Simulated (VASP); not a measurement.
# Ga (I4/mmm) in VASP: further runs, part 2 of 2

VASP 6.6.1.

## (3) Single point, r2SCAN

This run uses another cell than the first one, of the same volume but with other edges.

Input file POSCAR:

```
Ga
1.0
   -1.2864294992      1.2864294992      2.6550475498
    1.2864294992     -1.2864294992      2.6550475498
    1.2864294992      1.2864294992     -2.6550475498
Ga
1
Direct
    0.0000000000      0.0000000000      0.0000000000
```

Input file INCAR.step1:

```
SYSTEM = Ga
PREC     = Accurate       ! precision mode
ENCUT    = 520            ! plane-wave cutoff, eV
ISMEAR   = 0              ! smearing method
SIGMA    = 0.15           ! smearing width, eV
LREAL    = .FALSE.        ! projectors in reciprocal space
LASPH    = .TRUE.         ! aspherical terms in the spheres
NELM     = 80             ! most SCF steps
NBANDS   = 12             ! bands
GGA      = PE             ! functional
ALGO     = Normal         ! electronic algorithm
EDIFF    = 1E-4           ! SCF threshold, eV
LWAVE    = .TRUE.         ! write WAVECAR
LCHARG   = .FALSE.        ! write CHGCAR
```

Input file INCAR.step2:

```
SYSTEM = Ga
PREC     = Accurate       ! precision mode
ENCUT    = 520            ! plane-wave cutoff, eV
EDIFF    = 1E-6           ! SCF threshold, eV
ISMEAR   = 0              ! smearing method
SIGMA    = 0.15           ! smearing width, eV
LREAL    = .FALSE.        ! projectors in reciprocal space
LASPH    = .TRUE.         ! aspherical terms in the spheres
NELM     = 80             ! most SCF steps
ALGO     = Normal         ! electronic algorithm
ISIF     = 2              ! what is computed and relaxed
LWAVE    = .FALSE.        ! write WAVECAR
LCHARG   = .TRUE.         ! write CHGCAR
METAGGA  = R2SCAN         ! meta-GGA
LMIXTAU  = .TRUE.       
LELF     = .TRUE.         ! ELF
LVHAR    = .TRUE.       
NBANDS   = 12             ! bands
ISTART   = 1
```

Input file KPOINTS:

```
Automatic mesh
0
G
  26 26 26
  0 0 0
```

Potentials or basis: VASP PAW PBE potentials, release 64 (Ga_d).

Command:

```console
cat potpaw_PBE.64/Ga_d/POTCAR > POTCAR
cp INCAR.step1 INCAR
mpirun -np 1 vasp_std > vasp.out
cp INCAR.step2 INCAR
mpirun -np 1 vasp_std > vasp.out
```

OUTCAR:

```text
SYSTEM = Ga
   PREC = Accurate
   ENCUT = 520
   EDIFF = 1E-6
   ISMEAR = 0
   LREAL = .FALSE.
   LASPH = .TRUE.
   NELM = 80
   ISIF = 2
   METAGGA = R2SCAN
   ISTART = 1

 ion  position               nearest neighbor table
   1  0.000  0.000  0.000-

  LATTYP: Found a body centered tetragonal cell.
 ALAT       =     2.5728589984
 C/A-ratio  =     2.0638888889

  Lattice vectors:

 A1 = (  -1.2864294992,   1.2864294992,   2.6550475498)
 A2 = (   1.2864294992,  -1.2864294992,   2.6550475498)
 A3 = (   1.2864294992,   1.2864294992,  -2.6550475498)

Analysis of symmetry for initial positions (statically):
=====================================================================
 Subroutine PRICEL returns:
 Original cell was already a primitive cell.

 Routine SETGRP: Setting up the symmetry group for a
 body centered tetragonal supercell.

 Subroutine GETGRP returns: Found 16 space group operations
 (whereof 16 operations were pure point group operations)
 out of a pool of 16 trial point group operations.

The static configuration has the point symmetry D_4h.

Analysis of symmetry for dynamics (positions and initial velocities):
=====================================================================
 Subroutine PRICEL returns:
 Original cell was already a primitive cell.

 Routine SETGRP: Setting up the symmetry group for a
 body centered tetragonal supercell.

 Subroutine GETGRP returns: Found 16 space group operations
 (whereof 16 operations were pure point group operations)
 out of a pool of 16 trial point group operations.

The dynamic configuration has the point symmetry D_4h.

 Subroutine INISYM returns: Found 16 space group operations
 (whereof 16 operations are pure point group operations),
 and found     1 'primitive' translations

----------------------------------------------------------------------------------------

                                     Primitive cell

  volume of cell :      17.5754

  direct lattice vectors                    reciprocal lattice vectors
    -1.286429499  1.286429499  2.655047550     0.000000000  0.388672679  0.188320544
     1.286429499 -1.286429499  2.655047550     0.388672679  0.000000000  0.188320544
     1.286429499  1.286429499 -2.655047550     0.388672679  0.388672679  0.000000000

  length of vectors
     3.218552346  3.218552346  3.218552346     0.431892439  0.431892439  0.549666174

  position of ions in fractional coordinates (direct lattice)
     0.000000000  0.000000000  0.000000000

  ion indices of the primitive-cell ions
   primitive index   ion index
                 1           1

----------------------------------------------------------------------------------------

 KPOINTS: Automatic mesh

Automatic generation of k-mesh.
 Grid dimensions read from file:
 generate k-points for:   26   26   26

 Generating k-lattice:

  Cartesian coordinates                     Fractional coordinates (reciprocal lattice)
     0.000000000  0.014948949  0.007243098     0.038461538  0.000000000  0.000000000
     0.014948949  0.000000000  0.007243098     0.000000000  0.038461538  0.000000000
     0.014948949  0.014948949  0.000000000     0.000000000  0.000000000  0.038461538

  Length of vectors
     0.016611248  0.016611248  0.021141007

  Shift w.r.t. Gamma in fractional coordinates (k-lattice)
     0.000000000  0.000000000  0.000000000

 Subroutine IBZKPT returns following result:
 ===========================================

 Found   1330 irreducible k-points:

 Following reciprocal coordinates:
            Coordinates               Weight
  0.000000  0.000000  0.000000      1.000000
  0.038462  0.000000 -0.000000      8.000000
  0.076923  0.000000 -0.000000      8.000000
  0.115385  0.000000 -0.000000      8.000000
  0.153846  0.000000  0.000000      8.000000
  0.192308 -0.000000  0.000000      8.000000
[... 16 lines left out ...]
  0.346154  0.038462  0.000000     16.000000
  0.384615  0.038462  0.000000     16.000000
 [... further k-points ...]
   k-points           NKPTS =   1330   k-points in BZ     NKDIM =   1330   number of bands    NBANDS=     12
   number of dos      NEDOS =    301   number of ions     NIONS =      1
   total plane-waves  NPLWV =  13824
   dimension x,y,z NGX =    24 NGY =   24 NGZ =   24
   dimension x,y,z NGXF=    48 NGYF=   48 NGZF=   48
   ions per type =               1
   NGX,Y,Z   is equivalent  to a cutoff of  12.40, 12.40, 12.40 a.u.
   NGXF,Y,Z  is equivalent  to a cutoff of  24.79, 24.79, 24.79 a.u.
 SYSTEM =  Ga
   PREC   = accura    normal or accurate (medium, high low for compatibility)
   ISTART =      1    job   : 0-new  1-cont  2-samecut
   ICHARG =      0    charge: 1-file 2-atom 10-const
   ISPIN  =      1    spin polarized calculation?
   LNONCOLLINEAR =      F non collinear calculations
   LSORBIT =      F    spin-orbit coupling
   LASPH  =      T    aspherical Exc in radial PAW
   ENCUT  =  520.0 eV  38.22 Ry    6.18 a.u.   5.98  5.98  5.98*2*pi/ulx,y,z
   NELM   =     80;   NELMIN=  2; NELMDL=  0     # of ELM steps
   EDIFF  = 0.1E-05   stopping-criterion for ELM
   LREAL  =      F    real-space projection
   EDIFFG = 0.1E-04   stopping-criterion for IOM
   NSW    =      0    number of steps for IOM
   IBRION =     -1    ionic relax: 0-MD 1-quasi-New 2-CG
   NFREE  =      0    steps in history (QN), initial steepest desc. (CG)
   ISIF   =      2    stress and relaxation
   ISYM   =      2    0-nonsym 1-usesym 2-fastsym
   POTIM  = 0.5000    time-step for ionic-motion
   TEBEG  =    0.0;   TEEND  =   0.0 temperature during run
   PSTRESS=    0.0 pullay stress
   NELECT =      13.0000    total number of electrons
   NUPDOWN=      -1.0000    fix difference up-down
   EMIN   =  10.00;   EMAX   =-10.00  energy-range for DOS
   EFERMI =   0.00;   METHOD = LEGACY
   ISMEAR =     0;   SIGMA  =   0.15  broadening in eV -4-tet -1-fermi 0-gaus
   EFERMI_NEDOS =   21; number of points for ismear=-14 and -15
   IALGO  =     38    algorithm
   IMIX   =      4    mixing-type and parameters
     AMIX     =   0.40;   BMIX     =  1.00
     AMIX_MAG =   1.60;   BMIX_MAG =  1.00
  volume/ion in A,a.u.               =      17.58       118.60
  Fermi-wavevector in a.u.,A,eV,Ry     =   1.480544  2.797822 29.824096  2.192009
  Thomas-Fermi vector in A             =   2.594565
   LORBIT       =      0    0 simple, 1 ext, 2 COOP (PROOUT), +10 PAW based schemes
   METAGGA = R2SCAN    functional components
   LHFCALC =     F    Hartree Fock is set to
   AEXX    =    0.0000 exact exchange contribution
   IVDW    =     0    specifies the selected vdW correction
   LEPSILON=     F    determine dielectric tensor
   LRPA    =     F    only Hartree local field effects (RPA)
 non-spin polarized calculation
 Gauss-broadening in eV      SIGMA  =   0.15
  energy-cutoff  :      520.00
  volume of cell :       17.58
 maximum number of plane-waves:       494
   NGX = 11   NGY = 11   NGZ = 11

 number of electron      13.0000003 magnetization

 Free energy of the ion-electron system (eV)
  ---------------------------------------------------
  ext. energy  EPLUGINS =         0.00000000
  ---------------------------------------------------
  free energy    TOTEN  =       -11.23960741 eV

  energy without entropy =      -11.23527762  energy(sigma->0) =      -11.23744252

 E-fermi :   6.0412     XC(G=0): -12.4983

 val. band max:        6.0393938075   @ k =   0.3077   0.1154   0.0769
 cond. band min:       6.0447834985   @ k =  -0.3077   0.4231   0.2692
 fundamental gap:      0.0053896910
 Fermi energy:         6.0411578916

 k-point     1 :       0.0000    0.0000    0.0000
  band No.  band energies     occupation
      1      -9.8492      2.00000
      2      -9.6400      2.00000
      3      -9.3061      2.00000
      4      -9.3060      2.00000
      5      -9.1183      2.00000
      6      -6.1223      2.00000
      7      14.9358      0.00000
      8      19.2504      0.00000
      9      20.7033      0.00000
     10      20.7034      0.00000
     11      23.5746      0.00000
     12      25.2165      0.00000
[... 331 lines left out ...]
 k-point    24 :       0.3846    0.0385    0.0000
  band No.  band energies     occupation
      1      -9.7084      2.00000
      2      -9.5801      2.00000
      3      -9.3123      2.00000
      4      -9.2352      2.00000
      5      -9.2227      2.00000
      6      -1.3883      2.00000
      7       5.2294      2.00000
      8      11.4554      0.00000
      9      16.3454      0.00000
     10      21.5103      0.00000
     11      25.5030      0.00000
     12      28.0542      0.00000

 [... further k-points ...]

------------------------ aborting loop because EDIFF is reached ----------------------------------------

  FORCE on cell =-STRESS in cart. coord.  units (eV):
  Direction    XX          YY          ZZ          XY          YZ          ZX
  --------------------------------------------------------------------------------------
  -------------------------------------------------------------------------------------
  Total        0.9457528      0.9457528     -0.2155307      0.0000000     -0.0000000      0.0000000
  in kB       86.2152234     86.2152234    -19.6478680      0.0000000     -0.0000000      0.0000000
  external PRESSURE =      50.9275263 kB  Pullay stress =       0.0000000 kB

 VOLUME and BASIS-vectors are now :
 -----------------------------------------------------------------------------
  energy-cutoff  :      520.00
  volume of cell :       17.58
      direct lattice vectors                 reciprocal lattice vectors
    -1.286429499  1.286429499  2.655047550     0.000000000  0.388672679  0.188320544
     1.286429499 -1.286429499  2.655047550     0.388672679  0.000000000  0.188320544
     1.286429499  1.286429499 -2.655047550     0.388672679  0.388672679  0.000000000

 POSITION                                       TOTAL-FORCE (eV/Angst)
 -----------------------------------------------------------------------------------
      0.00000      0.00000      0.00000        -0.000000      0.000000      0.000000
 -----------------------------------------------------------------------------------
    total drift:                                0.000000      0.000000     -0.000000

  FREE ENERGIE OF THE ION-ELECTRON SYSTEM (eV)
  ---------------------------------------------------
  free  energy   TOTEN  =       -11.2396074083 eV

  energy  without entropy=      -11.2352776225  energy(sigma->0) =      -11.23744252
```

Run time: 4.3 min. Hardware: 1 thread of Intel Xeon 6975P-C (Granite Rapids), shared host; peak memory 0.38 GiB.

Results:

```yaml
Free_energy: -11.2396 eV
Pressure: 5.1 GPa
Band_gap_on_the_k_mesh: zero (an odd number of electrons rules out a gap without spin polarisation)
```

Caveat: the stress differs along the axes, from -2 to 9 GPa; the PAW data sets were made with another functional, which shifts forces and pressure a little.
